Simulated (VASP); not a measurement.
Crystal: BP.

```xyz
2
Lattice="0.0000 2.3786 2.3786 2.3786 0.0000 2.3786 2.3786 2.3786 0.0000" Properties=species:S:1:pos:R:3 pbc="T T T"
B     0.0000    0.0000    0.0000
P     1.1893    1.1893    1.1893
```

This cell differs from its parent crystal: strain +4.9%.

Base run:

```yaml
Program: VASP 6.6.1
Functional: HSE06
Potentials_or_basis: VASP PAW PBE potentials, release 64 (B, P)
Cutoff: 520 eV
k_mesh: 6 × 6 × 6
Occupations: gaussian, width 0.01 eV
Spin: no spin polarisation
```

Its results: band gap on the k mesh 2.25 eV, indirect (least direct gap 4.15 eV); pressure -20.1 GPa.

Task: The run is repeated on the same cell with these changes: functional from HSE06 to PBE. What comes out?

Result: Band gap on the k mesh 1.52 eV, indirect (least direct gap 3.22 eV); pressure -16.9 GPa.

HSE06 gives the wider gap, since exact exchange removes part of the self-interaction.

Caveats: the PAW data sets were made with another functional, which shifts forces and pressure a little (some runs).

A k mesh can miss the band edges.
